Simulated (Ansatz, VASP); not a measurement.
# Two plane-wave programs on Ti

```xyz
2
Lattice="2.9001 0.0000 0.0000 -1.4500 2.5116 0.0000 0.0000 0.0000 4.5887" Properties=species:S:1:pos:R:3 pbc="T T T"
Ti    0.0000    1.6744    3.4415
Ti    1.4500    0.8372    1.1472
```

Alike in both runs: functional PBEsol; k mesh 16 × 16 × 10; occupations gaussian, width 0.05 eV; no spin polarisation.

Ansatz relaxed the structure, and its values are those at the end. VASP's run is a single point on that final structure, the one shown.

|  | VASP | Ansatz |
| --- | --- | --- |
| version | VASP 6.6.1 | Ansatz 0.2.0 |
| potentials or method | VASP PAW PBE potentials, release 64 (Ti_sv), cutoff 520 eV | scalar-relativistic, plane waves, PAW |
| valence electrons in the cell | 24 | 24 |

```csv
,VASP,Ansatz,Ansatz less VASP
pressure (GPa),-0.2,0.0,+0.27
```

VASP's potentials were made for PBE, not for PBEsol.
